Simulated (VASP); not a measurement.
Wanted: the native input for a VASP 6.6.1 run.

- Task: single point
- Functional: LDA
- Potentials or basis: VASP PAW LDA potentials, release 64 (Mo_sv)
- Cutoff: 520 eV
- k mesh: 12 × 12 × 11
- Occupations: fermi-dirac, width 0.1 eV
- Spin: no spin polarisation
- Dipole correction: no
- Further INCAR settings: ALGO = Normal; EDIFF = 1e-06; NBANDS = 13

The structure of Mo lies in POSCAR:

```
Mo
1.0
    2.7891610719      0.0000000000      0.0000000000
   -1.3945805359      2.4154841882      0.0000000000
    0.0000000000      0.0000000000      2.6052953112
Mo
1
Direct
    0.0000000000      0.0000000000      0.5000000000
```

One way to write it, as run:

INCAR

```
SYSTEM = Mo
PREC     = Accurate       ! precision mode
ENCUT    = 520            ! plane-wave cutoff, eV
EDIFF    = 1E-6           ! SCF threshold, eV
ISMEAR   = -1             ! smearing method
SIGMA    = 0.1            ! smearing width, eV
LREAL    = .FALSE.        ! projectors in reciprocal space
LASPH    = .TRUE.         ! aspherical terms in the spheres
NELM     = 100            ! most SCF steps
ALGO     = Normal         ! electronic algorithm
ISIF     = 2              ! what is computed and relaxed
LWAVE    = .FALSE.        ! write WAVECAR
LCHARG   = .TRUE.         ! write CHGCAR
LELF     = .TRUE.         ! ELF
LVHAR    = .TRUE.       
NBANDS   = 13             ! bands
```

KPOINTS

```
regular mesh
0
G
  12 12 11
  0 0 0
```

Potentials or basis: VASP PAW LDA potentials, release 64 (Mo_sv).

Run with:

```console
$ cat potpaw_LDA.64/Mo_sv/POTCAR > POTCAR
$ mpirun -np 1 vasp_std > vasp.out
```

Results of the run:

The pressure is -18.2 GPa and the band gap on the k mesh is zero (band 7 reaches 11.46 eV, above the bottom of band 8 at 9.75 eV).

Run time: 6.5 s on 1 thread of Intel(R) Xeon(R) 6975P-C (Granite Rapids), on a shared host, peak memory 0.13 GiB.
